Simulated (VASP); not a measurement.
Input of a VASP 6.6.1 run:

Contents of INCAR:

```
SYSTEM = GaSb
PREC = Accurate
ENCUT = 520
EDIFF = 1E-6
ISMEAR = 0
SIGMA = 0.1
LREAL = .False.
LASPH = .True.
NELM = 100
ALGO = Normal
ISIF = 2
LWAVE = .False.
LCHARG = .False.
GGA = PE
IVDW = 12
NBANDS = 16
```

The input KPOINTS:

```
Automatic mesh
0
Gamma
  12 12 12
  0 0 0
```

Contents of POSCAR:

```
GaSb
1.0
    0.0000000000      3.0645583952      3.0645583952
    3.0645583952      0.0000000000      3.0645583952
    3.0645583952      3.0645583952      0.0000000000
Ga Sb
1 1
Direct
    0.0000000000      0.0000000000      0.0000000000
    0.2500000000      0.2500000000      0.2500000000
```

Potentials or basis: VASP PAW PBE potentials, release 64 (Ga_d, Sb).

The run is started by

```sh
$ cat potpaw_PBE.64/Ga_d/POTCAR potpaw_PBE.64/Sb/POTCAR > POTCAR
$ mpirun -np 1 vasp_std > vasp.out
```

Q: Predict the dispersion energy per atom.

A: -0.331 eV.

Q: Predict the pressure.

A: 0.1 GPa.
